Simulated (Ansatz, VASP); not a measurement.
## EuNb2C2: VASP beside Ansatz

The input INCAR:

```
SYSTEM = EuNb2C2
PREC = Accurate
ENCUT = 520
EDIFF = 1E-7
ISMEAR = 0
SIGMA = 0.1
LREAL = .FALSE.
LASPH = .TRUE.
NELM = 150
ALGO = Normal
ISIF = 2
LWAVE = .FALSE.
LCHARG = .FALSE.
ISPIN = 2
MAGMOM = 7 0 0 0 0
LORBIT = 11
LMAXMIX = 6
GGA = PE
NBANDS = 38
```

Contents of KPOINTS:

```
Automatic mesh
0
G
  6 6 2
  0 0 0
```

The input POSCAR:

```
EuNb2C2
1.0
    3.5349097200      0.0000000000      0.0000000000
   -1.7674548600      3.0613216200      0.0000000000
    0.0000000000      0.0000000000      8.0739970600
Eu Nb C
1 2 2
Direct
    0.0000000000      0.0000000000      0.5000000000
    0.0000000000      0.0000000000      0.2024671700
    0.0000000000      0.0000000000      0.7975328300
    0.3333333300      0.6666666700      0.0000000000
    0.6666666700      0.3333333300      0.0000000000
```

Input for Ansatz:

```yaml
crystal:
  lattice:
    - [3.53490972, 0.0, 0.0]
    - [-1.76745486, 3.06132162, 0.0]
    - [0.0, 0.0, 8.07399706]
  atoms:
    - { symbol: Eu, position: [0.0, 0.0, 0.5], spin: 7.0 }
    - { symbol: Nb, position: [0.0, 0.0, 0.20246717] }
    - { symbol: Nb, position: [0.0, 0.0, 0.79753283] }
    - { symbol: C, position: [0.33333333, 0.66666667, 0.0] }
    - { symbol: C, position: [0.66666667, 0.33333333, 0.0] }
basis:
  ecutwfc: 420
kpoints:
  mp_grid: { grid: [6, 6, 2] }
hamiltonian:
  xc: pbe
scf:
  occupations: { method: gaussian, width: 0.1 }
  lower_state_search: "off"
output:
  forces: true
  stress: true
  eigenvalues: true
  populations: true
magnetization:
  spin_polarized: true
```

Alike in both runs: task single point; functional PBE; k mesh 6 × 6 × 2; occupations gaussian, width 0.1 eV; collinear spin.

|  | VASP | Ansatz |
| --- | --- | --- |
| version | VASP 6.6.1 | Ansatz 0.2.0 |
| potentials or method | VASP PAW PBE potentials, release 64 (Eu, Nb_sv, C), cutoff 520 eV | scalar-relativistic, plane waves, PAW |
| valence electrons in the cell | 51 | 51 |

```tsv
	VASP	Ansatz	Ansatz less VASP
gap on the k mesh at the Fermi level (eV)	none	none	-
pressure (GPa)	-14.1	-14.2	-0.07
traceless stress, the component that is largest in VASP (GPa)	17.09	16.70	-0.391
rms of the force components (eV/Å)	2.108	2.081	-0.0270
net moment per atom (μB)	1.54	1.54	-0.001
size of the moment on the site where the two differ most (μB)	6.72	6.50	-0.217
```

Site moments also hang on the region over which each program counts them. Atom by atom the forces differ by 0.027 eV/Å (rms over components). A gap of «none» marks a metal or a gap that the smearing closes.

The k mesh is coarse, so the values compare programs but aren't converged. Neither program's run includes spin-orbit coupling.
